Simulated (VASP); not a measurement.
Input of a VASP 6.6.1 run:

Contents of POSCAR:

```
BN
1.0
    2.7582547698      0.0000000000      0.0000000000
   -1.3791273849      2.3887187008      0.0000000000
    0.0000000000      0.0000000000      4.2268550000
B N
2 2
Direct
    0.6666666667      0.3333333333      0.9997240000
    0.3333333333      0.6666666667      0.4997240000
    0.6666666667      0.3333333333      0.6252760000
    0.3333333333      0.6666666667      0.1252760000
```

File INCAR.step1:

```
ALGO = Normal
EDIFF = 1E-4
ENCUT = 520
GGA = PE
ISMEAR = 0
LASPH = T
LCHARG = F
LREAL = F
LWAVE = T
NBANDS = 16
NELM = 80
PREC = Accurate
SIGMA = 0.05
```

INCAR.step2

```
ALGO = Normal
EDIFF = 1E-7
ENCUT = 520
ISIF = 2
ISMEAR = 0
ISTART = 1
LASPH = T
LCHARG = T
LELF = T
LMIXTAU = T
LREAL = F
LVHAR = T
LWAVE = F
METAGGA = R2SCAN
NBANDS = 16
NELM = 80
PREC = Accurate
SIGMA = 0.05
```

KPOINTS

```
k-points
0
Gamma
  12 12 6
```

Potentials or basis: VASP PAW PBE potentials, release 64 (B, N).

Command:

```sh
$ cat potpaw_PBE.64/B/POTCAR potpaw_PBE.64/N/POTCAR > POTCAR
$ cp INCAR.step1 INCAR
$ mpirun -np 1 vasp_std > vasp.out
$ cp INCAR.step2 INCAR
$ mpirun -np 1 vasp_std > vasp.out
```

Q: Estimate the pressure.

A: -44.9 GPa.

Q: Predict the largest force.

A: 0.214 eV/Å.

Q: Predict the band gap on the k mesh.

A: 5.87 eV, indirect (least direct gap 6.82 eV).

Stress tensor (GPa, compression positive):
```
-61.86   0.00   0.00
  0.00 -61.86   0.00
  0.00   0.00 -10.98
```

Caveat: the cell differs from its parent crystal (strain +0.080 along x and y, +0.000 along z); the PAW data sets were made with another functional, which shifts forces and pressure a little. A k mesh can miss the band edges.
